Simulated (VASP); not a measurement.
BaTe:

```
CELL_PARAMETERS angstrom
0.00000 3.60167 3.60167
3.60167 0.00000 3.60167
3.60167 3.60167 0.00000
ATOMIC_POSITIONS crystal
Ba 0.00000 0.00000 0.00000
Te 0.50000 0.50000 0.50000
```

Base run:

| Item | Value |
| --- | --- |
| Program | VASP 6.6.1 |
| Functional | r2SCAN |
| Potentials or basis | VASP PAW PBE potentials, release 64 (Ba_sv, Te) |
| Cutoff | 520 eV |
| k mesh | 6 × 6 × 6 |
| Occupations | gaussian, width 0.01 eV |
| Spin | no spin polarisation |

Its results: band gap on the k mesh 2.04 eV (least direct gap 2.42 eV); pressure -1.3 GPa.

Task: The run is repeated on the same cell with these changes: functional from r2SCAN to PBE. What comes out?

Result: Band gap on the k mesh 1.69 eV (least direct gap 2.06 eV); pressure -1.2 GPa.

Caveats: spin-orbit coupling is left out, which moves the levels of the heavy elements; the PAW data sets were made with another functional, which shifts forces and pressure a little (at least some runs).

A k mesh can miss the band edges.
